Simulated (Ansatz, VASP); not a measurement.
## One calculation of Be6Pd, two programs

File INCAR:

```
SYSTEM = Be6Pd
PREC = Accurate ; ENCUT = 520
EDIFF = 1E-7 ; ISMEAR = 0
SIGMA = 0.1 ; LREAL = .FALSE.
LASPH = .TRUE. ; NELM = 80
ALGO = Fast ; ISIF = 2
LWAVE = .FALSE. ; LCHARG = .FALSE.
GGA = PE ; NBANDS = 20
```

File KPOINTS:

```
regular mesh
0
G
  8 8 8
  0 0 0
```

File POSCAR:

```
Be6Pd
1.0
    4.8978146477      0.0000000000      0.0000000000
    0.0000000000      4.8978146477      0.0000000000
    0.0000000000      0.0000000000      4.8978146477
Be Pd
6 1
Direct
    0.5000000000      0.5000000000      0.1975563225
    0.5000000000      0.5000000000      0.8024436775
    0.1975563225      0.5000000000      0.5000000000
    0.8024436775      0.5000000000      0.5000000000
    0.5000000000      0.1975563225      0.5000000000
    0.5000000000      0.8024436775      0.5000000000
    0.0000000000      0.0000000000      0.0000000000
```

Input for Ansatz:

```yaml
crystal:
  lattice:
    - [4.8978146477, 0.0, 0.0]
    - [0.0, 4.8978146477, 0.0]
    - [0.0, 0.0, 4.8978146477]
  atoms:
    - { symbol: Be, position: [0.5, 0.5, 0.1975563225] }
    - { symbol: Be, position: [0.5, 0.5, 0.8024436775] }
    - { symbol: Be, position: [0.1975563225, 0.5, 0.5] }
    - { symbol: Be, position: [0.8024436775, 0.5, 0.5] }
    - { symbol: Be, position: [0.5, 0.1975563225, 0.5] }
    - { symbol: Be, position: [0.5, 0.8024436775, 0.5] }
    - { symbol: Pd, position: [0.0, 0.0, 0.0] }
basis:
  ecutwfc: 420
kpoints:
  mp_grid: { grid: [8, 8, 8] }
  band_path:
    path:
      - [[0.0, 0.0, 0.0], [0.0, 0.5, 0.0], [0.5, 0.5, 0.0], [0.0, 0.0, 0.0], [0.5, 0.5, 0.5], [0.0, 0.5, 0.0]]
      - [[0.5, 0.5, 0.5], [0.5, 0.5, 0.0]]
    npoints: 14
hamiltonian:
  xc: pbe
scf:
  occupations: { method: gaussian, width: 0.1 }
  n_extra_bands: 17
output:
  forces: true
  stress: true
  eigenvalues: true
  populations: true
  dos: { projected: true, de: 0.02, nscf_kmesh: { grid: [10, 10, 10] } }
  bader: true
  write_density: true
  write_potential: true
  elf: true
  volumetric_format: npy
```

Alike in both runs: task single point; functional PBE; k mesh 8 × 8 × 8; occupations gaussian, width 0.1 eV; no spin polarisation.

```csv
,VASP,Ansatz
version,VASP 6.6.1,Ansatz 0.2.0
potentials or method,"VASP PAW PBE potentials, release 64 (Be, Pd), cutoff 520 eV","scalar-relativistic, plane waves, PAW"
valence electrons in the cell,22,30
```

Ansatz gave:

| Item | Value |
| --- | --- |
| gap on the k mesh at the Fermi level (eV) | none |
| pressure (GPa) | 0.0 |
| rms of the force components (eV/Å) | 0.002 |

Estimate VASP's values.

gap on the k mesh at the Fermi level (eV): none; pressure (GPa): 0.0; rms of the force components (eV/Å): 0.007.

Atom by atom the forces differ by 0.009 eV/Å (rms over components). A gap of «none» marks a metal or a gap that the smearing closes. The functional is the same, so the differences come from potentials, cutoffs and numerics. VASP's potentials hold 22 valence electrons a cell and Ansatz's 30, so a difference there can come from the potentials and not from the codes.
